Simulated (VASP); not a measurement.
Set up this calculation in VASP 6.6.1, as the native input.

```
Task                   : single point
Functional             : PBEsol
Potentials or basis    : VASP PAW PBE potentials, release 64 (K_sv, Mg, F)
Cutoff                 : 600 eV
k mesh                 : 6 × 6 × 6
Occupations            : gaussian, width 0.02 eV
Spin                   : no spin polarisation
Dipole correction      : no
Further INCAR settings : ALGO = Normal; EDIFF = 1e-06; NBANDS = 24
```

The structure of KMgF3 lies in POSCAR:

```
KMgF3
1.0
    4.0511225850      0.0000000000      0.0000000000
    0.0000000000      3.9783221703      0.0000000000
    0.0000000000      0.0000000000      3.9783221703
K Mg F
1 1 3
Direct
    0.5000000000      0.5000000000      0.5000000000
    0.0000000000      0.0000000000      0.0000000000
    0.0000000000      0.5000000000      0.0000000000
    0.0000000000      0.0000000000      0.5000000000
    0.5000000000      0.0000000000      0.0000000000
```

These files were run (other wordings do the same):

INCAR

```
SYSTEM = KMgF3
PREC     = Accurate       ! precision mode
ENCUT    = 600            ! plane-wave cutoff, eV
EDIFF    = 1E-6           ! SCF threshold, eV
ISMEAR   = 0              ! smearing method
SIGMA    = 0.02           ! smearing width, eV
LREAL    = .FALSE.        ! projectors in reciprocal space
LASPH    = .TRUE.         ! aspherical terms in the spheres
NELM     = 120            ! most SCF steps
ALGO     = Normal         ! electronic algorithm
ISIF     = 2              ! what is computed and relaxed
LWAVE    = .FALSE.        ! write WAVECAR
LCHARG   = .FALSE.        ! write CHGCAR
GGA      = PS             ! functional
NBANDS   = 24             ! bands
GGA_COMPAT= .FALSE.
```

KPOINTS

```
regular mesh
0
G
  6 6 6
  0 0 0
```

Potentials or basis: VASP PAW PBE potentials, release 64 (K_sv, Mg, F).

Command:

```console
$ cat potpaw_PBE.64/K_sv/POTCAR potpaw_PBE.64/Mg/POTCAR potpaw_PBE.64/F/POTCAR > POTCAR
$ mpirun -np 1 vasp_std > vasp.out
```

It gave:

```yaml
Pressure: -1.0 GPa
Band_gap_on_the_k_mesh: 7.02 eV (least direct gap 7.36 eV)
```

Caveat: the PAW data sets were made with another functional, which shifts forces and pressure a little.

Wall time 32 s on 1 thread of AMD EPYC 9R45 96-Core Processor (Zen 5), on a shared host, peak memory 0.19 GiB.
